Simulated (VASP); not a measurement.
Wanted: the native input for a VASP 6.6.1 run.

- Task: relaxation of cell and atoms
- Functional: PBE
- Potentials or basis: VASP PAW PBE potentials, release 64 (Al, O)
- Cutoff: 600 eV
- k mesh: 10 × 10 × 10
- Occupations: gaussian, width 0.02 eV
- Spin: no spin polarisation
- Dipole correction: no
- Further INCAR settings: ALGO = Normal; EDIFF = 1e-07; IBRION = 2; EDIFFG = -0.01; NSW = 100; ISIF = 3

The structure of Al2O3 lies in POSCAR:

```
Al2O3
1.0
   -1.3993257679      1.8679293213      4.4017321242
    1.3993257679     -1.8679293213      4.4017321242
    1.3993257679      1.8679293213     -4.4017321242
Al O
2 3
Direct
    0.6554123246      0.6554123246      0.0000000000
    0.3445876754      0.3445876754      0.0000000000
    0.5000000000      0.0000000000      0.5000000000
    0.1964796145      0.6964796145      0.5000000000
    0.8035203855      0.3035203855      0.5000000000
```

The input as run:

INCAR

```
SYSTEM = Al2O3
  PREC = Accurate
  ENCUT = 600
  EDIFF = 1E-7
  ISMEAR = 0
  SIGMA = 0.02
  LREAL = .False.
  LASPH = .True.
  NELM = 100
  ALGO = Normal
  ISIF = 3
  LWAVE = .False.
  LCHARG = .False.
  GGA = PE
  IBRION = 2
  NSW = 100
  EDIFFG = -0.01
```

KPOINTS

```
regular mesh
0
Gamma
  10 10 10
  0 0 0
```

Potentials or basis: VASP PAW PBE potentials, release 64 (Al, O).

Launch:

```bash
$ cat potpaw_PBE.64/Al/POTCAR potpaw_PBE.64/O/POTCAR > POTCAR
$ mpirun -np 1 vasp_std > vasp.out
```

It gave:

```
Relaxed volume                         : 9.19 Å³/atom
Relaxed cell                           : a = 4.980 Å, b = 4.980 Å, c = 4.980 Å, α = 147.37°, β = 135.99°, γ = 55.85°
Space group after relaxing (to 0.05 Å) : Immm (No. 71)
Energy gained by relaxing              : 0.0 meV/atom
Ionic steps                            : 4
Pressure after relaxing                : 0.0 GPa
Largest force after relaxing           : 0.007 eV/Å
Band gap on the k mesh                 : 5.20 eV, direct
```

Wall time 7.7 min on 1 thread of Intel(R) Xeon(R) Platinum 8488C (Sapphire Rapids), with other jobs on the host, peak memory 0.32 GiB.
